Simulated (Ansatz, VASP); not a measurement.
## Ru: VASP beside Ansatz

```
Ru
1.0
     2.67196    0.00000    0.00000
    -1.33598    2.31398    0.00000
     0.00000    0.00000    4.22995
Ru
2
Direct
  0.33333 0.66667 0.25000
  0.66667 0.33333 0.75000
```

Alike in both runs: functional LDA; k mesh 12 × 12 × 6; occupations gaussian, width 0.1 eV; no spin polarisation.

Ansatz relaxed the structure, and its values are those at the end. VASP's run is a single point on that final structure, the one shown.

|  | VASP | Ansatz |
| --- | --- | --- |
| version | VASP 6.6.1 | Ansatz 0.2.0 |
| potentials or method | VASP PAW LDA potentials, release 64 (Ru_pv), cutoff 500 eV | scalar-relativistic, plane waves, PAW |
| valence electrons in the cell | 28 | 32 |

|  | VASP | Ansatz | Ansatz less VASP |
| --- | --- | --- | --- |
| gap on the k mesh at the Fermi level (eV) | none | none | - |
| pressure (GPa) | 1.1 | 0.1 | -1.02 |

LDA's correlation is that of Perdew and Zunger in VASP and of Perdew and Wang (1992) in Ansatz. A gap of «none» marks a metal or a gap that the smearing closes. VASP's potentials hold 28 valence electrons a cell and Ansatz's 32, so a difference there can come from the potentials and not from the codes.
